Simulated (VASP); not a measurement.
## MgSc2C2: single point with PBE

The system is MgSc2C2.

```
Mg Sc C
1.0
     3.96696    0.00000    0.00000
    -1.98348    3.43548    0.00000
     0.00000    0.00000    4.94752
Mg Sc C
1 2 2
Direct
  0.00000 0.00000 0.00000
  0.33333 0.66667 0.70952
  0.66667 0.33333 0.29048
  0.33333 0.66667 0.23191
  0.66667 0.33333 0.76809
```

| Quantity | Value |
| --- | --- |
| Program | VASP 6.6.1 |
| Task | single point |
| Functional | PBE |
| Potentials or basis | VASP PAW PBE potentials, release 64 (Mg, Sc_sv, C) |
| Cutoff | 520 eV |
| k mesh | 12 × 12 × 8 |
| Occupations | gaussian, width 0.1 eV |
| Spin | no spin polarisation |

- Pressure: 0.3 GPa
- Largest force: 0.012 eV/Å
- Band gap on the k mesh: zero (band 16 reaches 6.03 eV, above the bottom of band 17 at 4.89 eV)

Forces in eV/Å, atoms in the order of the input:
```
Mg   0.000  0.000  0.000
Sc   0.000  0.000  0.011
Sc   0.000  0.000 -0.011
C    0.000  0.000 -0.012
C    0.000  0.000  0.012
```

Levels at points of the mesh, in eV from the Fermi level:
```csv
k point,band 13,band 14,band 15,band 16,band 17,band 18,band 19,band 20
"(0.00, 0.00, 0.00)",-2.40,-2.36,-2.36,0.74,1.07,1.07,1.33,2.88
"(0.50, 0.00, 0.00)",-2.14,-2.14,-1.71,-0.65,0.62,1.28,2.20,2.53
"(0.00, 0.00, 0.50)",-2.79,-2.41,-2.41,-1.79,2.21,2.52,2.52,2.72
"(0.50, 0.00, 0.50)",-2.42,-2.39,-1.67,-1.10,1.43,1.80,2.08,2.51
```

It took 110 s on 1 thread of Intel(R) Xeon(R) 6975P-C (Granite Rapids), on a shared host, peak memory 0.34 GiB.
